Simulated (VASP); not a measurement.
# MgO (ae) (Fm-3m) in VASP: notebook

The runs below take MgO (ae) through single point, with PBE.

Everything below comes from runs of VASP 6.6.1. Logs are shortened: lines on timing, memory, paths and dates and some standing lists are left out, and cuts for length are marked.

## (1) The cell of the first run

The structure is cubic, space group Fm-3m (No. 225). Conventional cell: a = 4.211 Å, b = 4.211 Å, c = 4.211 Å, α = 90.00°, β = 90.00°, γ = 90.00°. Mg (site symmetry m-3m) has 6 O at 2.11 Å within 2.8 Å. Within 2.8 Å of O (site symmetry m-3m) lie 6 Mg at 2.11 Å.

## (2) Single point, PBE (volume scaled by 0.97)

Contents of INCAR:

```
SYSTEM = MgO
PREC = Accurate
ENCUT = 600
EDIFF = 1E-6
ISMEAR = 0
SIGMA = 0.02
LREAL = .False.
LASPH = .True.
NELM = 120
ALGO = Normal
ISIF = 2
LWAVE = .False.
LCHARG = .False.
GGA = PE
NBANDS = 11
GGA_COMPAT = .False.
```

Contents of KPOINTS:

```
regular mesh
0
Gamma
  10 10 10
  0 0 0
```

Contents of POSCAR:

```
MgO
1.0
    0.0000000000      2.1056360298      2.1056360298
    2.1056360298      0.0000000000      2.1056360298
    2.1056360298      2.1056360298      0.0000000000
Mg O
1 1
Direct
    0.0000000000      0.0000000000      0.0000000000
    0.5000000000      0.5000000000      0.5000000000
```

Potentials or basis: VASP PAW PBE potentials, release 64 (Mg, O).

On the command line:

```bash
> cat potpaw_PBE.64/Mg/POTCAR potpaw_PBE.64/O/POTCAR > POTCAR
> mpirun -np 1 vasp_std > vasp.out
```

OUTCAR:

```text
SYSTEM = MgO
   PREC = Accurate
   ENCUT = 600
   EDIFF = 1E-6
   ISMEAR = 0
   LREAL = .False.
   LASPH = .True.
   NELM = 120
   ISIF = 2
   GGA = PE

 ion  position               nearest neighbor table
   1  0.000  0.000  0.000-   2 2.11   2 2.11   2 2.11   2 2.11   2 2.11   2 2.11
   2  0.500  0.500  0.500-   1 2.11   1 2.11   1 2.11   1 2.11   1 2.11   1 2.11

  LATTYP: Found a face centered cubic cell.
 ALAT       =     4.2112720596

  Lattice vectors:

 A1 = (   0.0000000000,   2.1056360298,   2.1056360298)
 A2 = (   2.1056360298,   0.0000000000,   2.1056360298)
 A3 = (   2.1056360298,   2.1056360298,   0.0000000000)

Analysis of symmetry for initial positions (statically):
=====================================================================
 Subroutine PRICEL returns:
 Original cell was already a primitive cell.

 Routine SETGRP: Setting up the symmetry group for a
 face centered cubic supercell.

 Subroutine GETGRP returns: Found 48 space group operations
[... 9 lines left out ...]

 Routine SETGRP: Setting up the symmetry group for a
 face centered cubic supercell.

 Subroutine GETGRP returns: Found 48 space group operations
[... 11 lines left out ...]
                                     Primitive cell

  volume of cell :      18.6715

  direct lattice vectors                    reciprocal lattice vectors
     0.000000000  2.105636030  2.105636030    -0.237457943  0.237457943  0.237457943
     2.105636030  0.000000000  2.105636030     0.237457943 -0.237457943  0.237457943
     2.105636030  2.105636030  0.000000000     0.237457943  0.237457943 -0.237457943

  length of vectors
     2.977819031  2.977819031  2.977819031     0.411289222  0.411289222  0.411289222

  position of ions in fractional coordinates (direct lattice)
     0.000000000  0.000000000  0.000000000
     0.500000000  0.500000000  0.500000000

  ion indices of the primitive-cell ions
   primitive index   ion index
                 1           1
                 2           2

----------------------------------------------------------------------------------------

 KPOINTS: regular mesh

Automatic generation of k-mesh.
 Grid dimensions read from file:
 generate k-points for:   10   10   10

 Generating k-lattice:

  Cartesian coordinates                     Fractional coordinates (reciprocal lattice)
    -0.023745794  0.023745794  0.023745794     0.100000000  0.000000000  0.000000000
     0.023745794 -0.023745794  0.023745794     0.000000000  0.100000000  0.000000000
     0.023745794  0.023745794 -0.023745794     0.000000000  0.000000000  0.100000000

  Length of vectors
     0.041128922  0.041128922  0.041128922

  Shift w.r.t. Gamma in fractional coordinates (k-lattice)
     0.000000000  0.000000000  0.000000000

 Subroutine IBZKPT returns following result:
 ===========================================

 Found     47 irreducible k-points:

 Following reciprocal coordinates:
            Coordinates               Weight
  0.000000  0.000000  0.000000      1.000000
  0.100000  0.000000  0.000000      8.000000
  0.200000  0.000000  0.000000      8.000000
  0.300000  0.000000  0.000000      8.000000
  0.400000  0.000000  0.000000      8.000000
  0.500000  0.000000  0.000000      4.000000
[... 16 lines left out ...]
  0.300000  0.300000  0.000000      6.000000
  0.400000  0.300000  0.000000     24.000000
 [... further k-points ...]
   k-points           NKPTS =     47   k-points in BZ     NKDIM =     47   number of bands    NBANDS=     11
   number of dos      NEDOS =    301   number of ions     NIONS =      2
   total plane-waves  NPLWV =  13824
   dimension x,y,z NGX =    24 NGY =   24 NGZ =   24
   dimension x,y,z NGXF=    48 NGYF=   48 NGZF=   48
   ions per type =               1   1
   NGX,Y,Z   is equivalent  to a cutoff of  13.40, 13.40, 13.40 a.u.
   NGXF,Y,Z  is equivalent  to a cutoff of  26.80, 26.80, 26.80 a.u.
 SYSTEM =  MgO
   PREC   = accura    normal or accurate (medium, high low for compatibility)
   ISTART =      0    job   : 0-new  1-cont  2-samecut
   ICHARG =      2    charge: 1-file 2-atom 10-const
   ISPIN  =      1    spin polarized calculation?
   LNONCOLLINEAR =      F non collinear calculations
   LSORBIT =      F    spin-orbit coupling
   LASPH  =      T    aspherical Exc in radial PAW
   ENCUT  =  600.0 eV  44.10 Ry    6.64 a.u.   5.95  5.95  5.95*2*pi/ulx,y,z
   NELM   =    120;   NELMIN=  2; NELMDL= -5     # of ELM steps
   EDIFF  = 0.1E-05   stopping-criterion for ELM
   LREAL  =      F    real-space projection
   EDIFFG = 0.1E-04   stopping-criterion for IOM
   NSW    =      0    number of steps for IOM
   IBRION =     -1    ionic relax: 0-MD 1-quasi-New 2-CG
   NFREE  =      0    steps in history (QN), initial steepest desc. (CG)
   ISIF   =      2    stress and relaxation
   ISYM   =      2    0-nonsym 1-usesym 2-fastsym
   POTIM  = 0.5000    time-step for ionic-motion
   TEBEG  =    0.0;   TEEND  =   0.0 temperature during run
   PSTRESS=    0.0 pullay stress
   NELECT =       8.0000    total number of electrons
   NUPDOWN=      -1.0000    fix difference up-down
   EMIN   =  10.00;   EMAX   =-10.00  energy-range for DOS
   EFERMI =   0.00;   METHOD = LEGACY
   ISMEAR =     0;   SIGMA  =   0.02  broadening in eV -4-tet -1-fermi 0-gaus
   EFERMI_NEDOS =   21; number of points for ismear=-14 and -15
   IALGO  =     38    algorithm
   IMIX   =      4    mixing-type and parameters
     AMIX     =   0.40;   BMIX     =  1.00
     AMIX_MAG =   1.60;   BMIX_MAG =  1.00
  volume/ion in A,a.u.               =       9.34        63.00
  Fermi-wavevector in a.u.,A,eV,Ry     =   1.234179  2.332260 20.724368  1.523198
  Thomas-Fermi vector in A             =   2.368880
   LORBIT       =      0    0 simple, 1 ext, 2 COOP (PROOUT), +10 PAW based schemes
   GGA     = PE    functional components
   LHFCALC =     F    Hartree Fock is set to
   AEXX    =    0.0000 exact exchange contribution
   IVDW    =     0    specifies the selected vdW correction
   LEPSILON=     F    determine dielectric tensor
   LRPA    =     F    only Hartree local field effects (RPA)
 non-spin polarized calculation
 Gauss-broadening in eV      SIGMA  =   0.02
  energy-cutoff  :      600.00
  volume of cell :       18.67
 maximum number of plane-waves:       636
   NGX = 11   NGY = 11   NGZ = 11

 number of electron       8.0000005 magnetization

 Free energy of the ion-electron system (eV)
  ---------------------------------------------------
  ext. energy  EPLUGINS =         0.00000000
  ---------------------------------------------------
  free energy    TOTEN  =       -11.90860947 eV

  energy without entropy =      -11.90860947  energy(sigma->0) =      -11.90860947

 E-fermi :   3.3064     XC(G=0): -11.0809

 val. band max:        3.1892260989   @ k =   0.0000   0.0000   0.0000
 cond. band min:       7.9224253516   @ k =   0.0000   0.0000   0.0000
 fundamental gap:      4.7331992527
 Fermi energy:         3.3064246103

 k-point     1 :       0.0000    0.0000    0.0000
  band No.  band energies     occupation
      1     -14.0761      2.00000
      2       3.1892      2.00000
      3       3.1892      2.00000
      4       3.1892      2.00000
      5       7.9224      0.00000
      6      18.9947      0.00000
      7      18.9947      0.00000
      8      18.9947      0.00000
      9      22.9116      0.00000
     10      24.6878      0.00000
     11      24.6878      0.00000

 k-point     2 :       0.1000    0.0000    0.0000
  band No.  band energies     occupation
      1     -13.9705      2.00000
      2       2.5374      2.00000
      3       3.1215      2.00000
      4       3.1215      2.00000
      5       8.5509      0.00000
      6      17.7447      0.00000
      7      19.2349      0.00000
      8      19.2349      0.00000
      9      23.9605      0.00000
     10      23.9605      0.00000
     11      24.5697      0.00000

 k-point     3 :       0.2000    0.0000    0.0000
  band No.  band energies     occupation
      1     -13.6798      2.00000
      2       1.2162      2.00000
      3       2.9502      2.00000
      4       2.9502      2.00000
      5       9.7471      0.00000
      6      16.2320      0.00000
      7      19.7194      0.00000
      8      19.7194      0.00000
      9      23.2691      0.00000
     10      23.2691      0.00000
     11      25.4644      0.00000

 k-point     4 :       0.3000    0.0000    0.0000
  band No.  band energies     occupation
      1     -13.2873      2.00000
      2      -0.1057      2.00000
      3       2.7491      2.00000
      4       2.7491      2.00000
      5      10.6838      0.00000
      6      15.5451      0.00000
      7      19.8359      0.00000
      8      19.8359      0.00000
      9      23.7144      0.00000
     10      23.7144      0.00000
     11      24.8492      0.00000

 k-point     5 :       0.4000    0.0000    0.0000
  band No.  band energies     occupation
      1     -12.9357      2.00000
      2      -1.0716      2.00000
      3       2.5936      2.00000
      4       2.5936      2.00000
      5      11.0411      0.00000
      6      15.6342      0.00000
      7      19.6209      0.00000
      8      19.6209      0.00000
      9      24.2914      0.00000
     10      24.9681      0.00000
     11      24.9681      0.00000

 k-point     6 :       0.5000    0.0000    0.0000
  band No.  band energies     occupation
      1     -12.7914      2.00000
      2      -1.4291      2.00000
      3       2.5358      2.00000
      4       2.5358      2.00000
      5      11.0912      0.00000
      6      15.8015      0.00000
      7      19.5080      0.00000
      8      19.5080      0.00000
      9      24.0908      0.00000
     10      25.6988      0.00000
     11      25.6988      0.00000

 k-point     7 :       0.1000    0.1000    0.0000
  band No.  band energies     occupation
      1     -13.9362      2.00000
      2       2.4703      2.00000
      3       3.0361      2.00000
      4       3.0361      2.00000
      5       8.7535      0.00000
      6      17.3729      0.00000
      7      19.3355      0.00000
      8      19.3355      0.00000
      9      22.7348      0.00000
     10      24.9958      0.00000
     11      25.2086      0.00000

 k-point     8 :       0.2000    0.1000    0.0000
  band No.  band energies     occupation
      1     -13.7099      2.00000
      2       1.4990      2.00000
      3       2.8542      2.00000
      4       2.8788      2.00000
      5       9.7556      0.00000
      6      16.1270      0.00000
      7      19.6781      0.00000
      8      19.7555      0.00000
      9      21.6572      0.00000
     10      24.7862      0.00000
     11      26.6851      0.00000
[... 141 lines left out ...]
 k-point    19 :       0.5000    0.2000    0.0000
  band No.  band energies     occupation
      1     -12.7113      2.00000
      2      -0.8250      2.00000
      3       1.5245      2.00000
      4       2.2793      2.00000
      5      12.5101      0.00000
      6      15.1784      0.00000
      7      17.0016      0.00000
      8      20.4375      0.00000
      9      22.5999      0.00000
     10      26.9676      0.00000
     11      28.5250      0.00000

 k-point    20 :      -0.4000    0.2000    0.0000
  band No.  band energies     occupation
      1     -12.6733      2.00000
      2      -0.8577      2.00000
      3       1.2940      2.00000
      4       2.3609      2.00000
      5      12.6236      0.00000
      6      15.4652      0.00000
      7      16.9107      0.00000
      8      20.3584      0.00000
      9      23.3904      0.00000
     10      25.5758      0.00000
     11      28.2675      0.00000

 k-point    21 :      -0.3000    0.2000    0.0000
  band No.  band energies     occupation
      1     -12.8572      2.00000
      2      -0.4816      2.00000
      3       1.3825      2.00000
      4       2.5361      2.00000
      5      12.4640      0.00000
      6      15.1260      0.00000
      7      17.3872      0.00000
      8      20.5311      0.00000
      9      23.4706      0.00000
     10      24.2823      0.00000
     11      28.2742      0.00000

 k-point    22 :      -0.2000    0.2000    0.0000
  band No.  band energies     occupation
      1     -13.1707      2.00000
      2       0.0915      2.00000
      3       1.8528      2.00000
      4       2.7453      2.00000
      5      11.6408      0.00000
      6      15.0999      0.00000
      7      18.3082      0.00000
      8      20.9920      0.00000
      9      21.6732      0.00000
     10      24.5613      0.00000
     11      28.0365      0.00000

 k-point    23 :       0.3000    0.3000    0.0000
  band No.  band energies     occupation
      1     -13.0851      2.00000
      2       0.0372      2.00000
      3       2.2519      2.00000
      4       2.2519      2.00000
      5      12.0484      0.00000
      6      13.6259      0.00000
      7      17.6269      0.00000
      8      21.1337      0.00000
      9      21.1337      0.00000
     10      27.3423      0.00000
     11      30.5803      0.00000

 k-point    24 :       0.4000    0.3000    0.0000
  band No.  band energies     occupation
      1     -12.8376      2.00000
      2      -0.3874      2.00000
      3       1.8858      2.00000
      4       2.1046      2.00000
      5      12.7684      0.00000
      6      13.3728      0.00000
      7      16.7987      0.00000
      8      21.3760      0.00000
      9      21.5824      0.00000
     10      28.0852      0.00000
     11      30.1786      0.00000

 [... further k-points ...]
[... 5 lines left out ...]
  --------------------------------------------------------------------------------------
  -------------------------------------------------------------------------------------
  Total        0.4418016      0.4418016      0.4418016      0.0000000     -0.0000000     -0.0000000
  in kB       37.9103628     37.9103628     37.9103628      0.0000000     -0.0000000     -0.0000000
  external PRESSURE =      37.9103628 kB  Pullay stress =       0.0000000 kB

 VOLUME and BASIS-vectors are now :
 -----------------------------------------------------------------------------
  energy-cutoff  :      600.00
  volume of cell :       18.67
      direct lattice vectors                 reciprocal lattice vectors
     0.000000000  2.105636030  2.105636030    -0.237457943  0.237457943  0.237457943
     2.105636030  0.000000000  2.105636030     0.237457943 -0.237457943  0.237457943
     2.105636030  2.105636030  0.000000000     0.237457943  0.237457943 -0.237457943

 POSITION                                       TOTAL-FORCE (eV/Angst)
 -----------------------------------------------------------------------------------
      0.00000      0.00000      0.00000        -0.000000     -0.000000     -0.000000
      2.10564      2.10564      2.10564         0.000000      0.000000      0.000000
 -----------------------------------------------------------------------------------
    total drift:                               -0.000000     -0.000000      0.000000

  FREE ENERGIE OF THE ION-ELECTRON SYSTEM (eV)
  ---------------------------------------------------
  free  energy   TOTEN  =       -11.9086094727 eV

  energy  without entropy=      -11.9086094727  energy(sigma->0) =      -11.90860947
```

Wall time 13 s (1 thread of AMD EPYC 7R43 (Zen 3), shared host); peak memory 0.11 GiB.

What came out:

```yaml
Free_energy: -11.9086 eV
Pressure: 3.8 GPa
Band_gap_on_the_k_mesh: 4.73 eV, direct
```

## (3) Single point, PBE (volume scaled by 1.03)

Contents of INCAR:

```
  ALGO = Normal
  EDIFF = 1E-6
  ENCUT = 600
  GGA = PE
  GGA_COMPAT = F
  ISIF = 2
  ISMEAR = 0
  LASPH = T
  LCHARG = F
  LREAL = F
  LWAVE = F
  NBANDS = 11
  NELM = 120
  PREC = Accurate
  SIGMA = 0.02
```

Contents of KPOINTS:

```
k-points
0
Gamma
  10 10 10
```

Contents of POSCAR:

```
MgO
1.0
    0.0000000000      2.1481855952      2.1481855952
    2.1481855952      0.0000000000      2.1481855952
    2.1481855952      2.1481855952      0.0000000000
Mg O
1 1
Direct
    0.0000000000      0.0000000000      0.0000000000
    0.5000000000      0.5000000000      0.5000000000
```

Potentials or basis: VASP PAW PBE potentials, release 64 (Mg, O).

On the command line:

```bash
> cat potpaw_PBE.64/Mg/POTCAR potpaw_PBE.64/O/POTCAR > POTCAR
> mpirun -np 1 vasp_std > vasp.out
```

Wall time 15 s (1 thread of AMD EPYC 7R43 (Zen 3), shared host); peak memory 0.11 GiB.

It converged, with:

| Item | Value |
| --- | --- |
| Free energy | -11.9048 eV |
| Pressure | -5.2 GPa |
| Band gap on the k mesh | 4.17 eV, direct |

Levels at points of the mesh, in eV from the valence-band top:
| k point | band 1 | band 2 | band 3 | band 4 | band 5 | band 6 | band 7 | band 8 | band 9 |
| --- | --- | --- | --- | --- | --- | --- | --- | --- | --- |
| (0.00, 0.00, 0.00) | -16.97 | 0.00 | 0.00 | 0.00 | 4.17 | 15.46 | 15.46 | 15.46 | 19.23 |
| (0.50, 0.00, 0.00) | -15.83 | -4.36 | -0.59 | -0.59 | 7.53 | 11.94 | 15.71 | 15.71 | 20.02 |
| (0.50, 0.50, 0.00) | -15.59 | -3.84 | -1.27 | -1.27 | 9.04 | 9.34 | 12.48 | 18.08 | 18.08 |
